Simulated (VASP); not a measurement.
Write the native input for VASP 6.6.1 that does the following.

```
Task                    : density of states
Functional              : PBE
Potentials or basis     : VASP PAW PBE potentials, release 64 (Mo_sv)
Cutoff                  : 520 eV
k mesh                  : 18 × 18 × 18
Occupations             : gaussian, width 0.1 eV
Spin                    : no spin polarisation
Dipole correction       : no
k mesh for the DOS      : 27 × 27 × 27
Occupations for the DOS : tetrahedron
Further INCAR settings  : ALGO = Normal; EDIFF = 1e-07
```

Mo:

```
CELL_PARAMETERS angstrom
-1.58022 1.58022 1.58022
1.58022 -1.58022 1.58022
1.58022 1.58022 -1.58022
ATOMIC_POSITIONS crystal
Mo 0.00000 0.00000 0.00000
```

One way to write it, as run:

POSCAR

```
Mo
1.0
   -1.5802206811      1.5802206811      1.5802206811
    1.5802206811     -1.5802206811      1.5802206811
    1.5802206811      1.5802206811     -1.5802206811
Mo
1
Direct
    0.0000000000      0.0000000000      0.0000000000
```

INCAR.step1

```
PREC = Accurate ; ENCUT = 520
EDIFF = 1E-7 ; ISMEAR = 0
SIGMA = 0.1 ; LREAL = False
LASPH = True ; NELM = 100
ALGO = Normal ; ISIF = 2
LWAVE = False ; LCHARG = True
LMAXMIX = 4 ; GGA = PE
NBANDS = 13
```

KPOINTS.step1

```
Automatic mesh
0
Gamma
  18 18 18
```

INCAR.step2

```
PREC = Accurate ; ENCUT = 520
EDIFF = 1E-7 ; ISMEAR = -5
SIGMA = 0.1 ; LREAL = False
LASPH = True ; NELM = 100
ALGO = Normal ; ISIF = 2
LWAVE = False ; LCHARG = False
LMAXMIX = 4 ; GGA = PE
LORBIT = 11 ; NEDOS = 1001
ICHARG = 11
```

KPOINTS.step2

```
Automatic mesh
0
Gamma
  27 27 27
```

Potentials or basis: VASP PAW PBE potentials, release 64 (Mo_sv).

The run is started by

```console
$ cat potpaw_PBE.64/Mo_sv/POTCAR > POTCAR
$ cp INCAR.step1 INCAR
$ cp KPOINTS.step1 KPOINTS
$ mpirun -np 1 vasp_std > vasp.out
$ cp INCAR.step2 INCAR
$ cp KPOINTS.step2 KPOINTS
$ mpirun -np 1 vasp_std > vasp.out
```

It gave:

| Item | Value |
| --- | --- |
| Valence electrons inside the program's atomic spheres | Mo 12.48 |

Wall time 50 s on 1 thread of Intel(R) Xeon(R) Platinum 8488C (Sapphire Rapids), on a shared host, peak memory 0.24 GiB.
